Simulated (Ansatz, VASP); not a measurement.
## LaP in VASP and in Ansatz

```
La P
1.0
     0.00000    3.04263    3.01250
     3.04263    0.00000    3.01250
     3.04263    3.04263    0.00000
La P
1 1
Direct
  0.00000 0.00000 0.00000
  0.50000 0.50000 0.50000
```

Change from the starting cell: equal xx and yy strain of +1 %.

Alike in both runs: task single point; functional LDA; k mesh 10 × 10 × 10; occupations fermi-dirac, width 0.03 eV; no spin polarisation.

```csv
,VASP,Ansatz
version,VASP 6.6.1,Ansatz 0.2.0
potentials or method,"VASP PAW LDA potentials, release 64 (La, P), cutoff 520 eV","all-electron LAPW, scalar-relativistic"
```

|  | VASP | Ansatz | Ansatz less VASP |
| --- | --- | --- | --- |
| pressure (GPa) | -4.5 | -4.5 | +0.04 |
| traceless stress, the component that is largest in VASP (GPa) | 0.81 | 0.81 | +0.002 |

LDA's correlation is that of Perdew and Zunger in VASP and of Perdew and Wang (1992) in Ansatz. Ansatz ran all-electron here, and VASP with PAW potentials.

Spin-orbit coupling is off throughout.
